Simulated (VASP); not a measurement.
Set up this calculation in VASP 6.6.1, as the native input.

- Task: single point
- Functional: PBE
- Potentials or basis: VASP PAW PBE potentials, release 64 (Pr_3, W_sv, Cl), 4f in core
- Cutoff: 500 eV
- k mesh: 12 × 12 × 10
- Occupations: gaussian, width 0.1 eV
- Spin: no spin polarisation
- Dipole correction: no
- Further INCAR settings: ALGO = Normal; EDIFF = 1e-06; NBANDS = 28

The structure of PrWCl2 lies in POSCAR:

```
PrWCl2
1.0
    4.6977266194      0.0000000000      0.0000000000
   -2.3488633097      4.0683505925      0.0000000000
    0.0000000000      0.0000000000      5.5101637006
Pr W Cl
1 1 2
Direct
    0.0000000000      0.0000000000      0.0000000000
    0.0000000000      0.0000000000      0.5000000000
    0.3333333333      0.6666666667      0.5000000000
    0.6666666667      0.3333333333      0.5000000000
```

The cell was generated, and may not be a known phase.

The input as run:

INCAR

```
PREC     = Accurate       # precision mode
ENCUT    = 500            # plane-wave cutoff, eV
EDIFF    = 1E-6           # SCF threshold, eV
ISMEAR   = 0              # smearing method
SIGMA    = 0.1            # smearing width, eV
LREAL    = F              # projectors in reciprocal space
LASPH    = T              # aspherical terms in the spheres
NELM     = 200            # most SCF steps
ALGO     = Normal         # electronic algorithm
ISIF     = 2              # what is computed and relaxed
LWAVE    = F              # write WAVECAR
LCHARG   = F              # write CHGCAR
GGA      = PE             # functional
NBANDS   = 28             # bands
GGA_COMPAT= F            
LMAXMIX  = 6              # l up to which the mixer works
```

KPOINTS

```
Automatic mesh
0
Gamma
  12 12 10
```

Potentials or basis: VASP PAW PBE potentials, release 64 (Pr_3, W_sv, Cl), 4f in core.

Run with:

```bash
$ cat potpaw_PBE.64/Pr_3/POTCAR potpaw_PBE.64/W_sv/POTCAR potpaw_PBE.64/Cl/POTCAR > POTCAR
$ mpirun -np 1 vasp_std > vasp.out
```

It gave:

| Property | Result |
| --- | --- |
| Pressure | 0.0 GPa |
| Band gap on the k mesh | zero (an odd number of electrons rules out a gap without spin polarisation) |

Caveat: spin-orbit coupling is left out, which moves the levels of the heavy elements; the 4f electrons are frozen in the core, so they carry no moment and show no levels; an odd number of electrons without spin polarisation forces a metal; a magnetic or distorted state may lie lower; the run has no spin polarisation, though such a crystal can be magnetic.

Wall time 3.6 min on 1 thread of AMD EPYC 7R13 Processor (Zen 3), with other jobs on the host, peak memory 0.41 GiB.
